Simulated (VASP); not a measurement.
Here is a VASP 6.6.1 calculation.

File INCAR:

```
ALGO = Normal
EDIFF = 1E-6
ENCUT = 520
GGA = PE
ISIF = 2
ISMEAR = -1
ISYM = 0
LASPH = T
LCHARG = T
LELF = T
LREAL = F
LVHAR = T
LWAVE = F
NBANDS = 25
NELM = 80
PREC = Accurate
SIGMA = 0.02
```

File KPOINTS:

```
k-points
0
Gamma
  5 5 6
```

File POSCAR:

```
SiO2
1.0
   -2.3740500000      2.3740500000      3.7440000000
    2.3740500000     -2.3740500000      3.7440000000
    2.3740500000      2.3740500000     -3.7440000000
Si O
2 4
Direct
    0.0000000000      0.0000000000      0.0000000000
    0.7500000000      0.2500000000      0.5000000000
    0.9983800000      0.6250000000      0.8733800000
    0.3750000000      0.2483800000      0.3733800000
    0.7516200000      0.1250000000      0.1266200000
    0.8750000000      0.0016200000      0.6266200000
```

Potentials or basis: VASP PAW PBE potentials, release 64 (Si, O).

Run with:

```sh
$ cat potpaw_PBE.64/Si/POTCAR potpaw_PBE.64/O/POTCAR > POTCAR
$ mpirun -np 1 vasp_std > vasp.out
```

Problem. Estimate the pressure.

Solution. 3.7 GPa.

Problem. Predict the band gap on the k mesh.

Solution. 6.04 eV, direct.

Problem. Estimate the largest force.

Solution. 0.133 eV/Å.

Forces in eV/Å, atoms in the order of the input:
```
Si   0.000  0.000  0.000
Si   0.000  0.000  0.000
O    0.000  0.133  0.000
O    0.133  0.000  0.000
O    0.000 -0.133  0.000
O   -0.133  0.000  0.000
```
